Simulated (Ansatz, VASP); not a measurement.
# BAs: VASP beside Ansatz

```
CELL_PARAMETERS angstrom
0.00000 2.40454 2.40454
2.40454 0.00000 2.40454
2.40454 2.40454 0.00000
ATOMIC_POSITIONS crystal
B 0.00000 0.00000 0.00000
As 0.25000 0.25000 0.25000
```

Alike in both runs: task single point; functional PBE; k mesh 10 × 10 × 10; occupations gaussian, width 0.02 eV; no spin polarisation.

```csv
,VASP,Ansatz
version,VASP 6.6.1,Ansatz 0.2.0
potentials or method,"VASP PAW PBE potentials, release 64 (B, As), cutoff 500 eV","scalar-relativistic, plane waves, PAW"
valence electrons in the cell,8,18
```

```csv
,VASP,Ansatz,Ansatz less VASP
gap on the k mesh at the Fermi level (eV),1.20,1.20,+0.008
least direct gap on the mesh (eV),3.25,3.25,+0.003
pressure (GPa),0.6,0.0,-0.59
```

The functional is the same, so the differences come from potentials, cutoffs and numerics. VASP's potentials hold 8 valence electrons a cell and Ansatz's 18, so a difference there can come from the potentials and not from the codes.
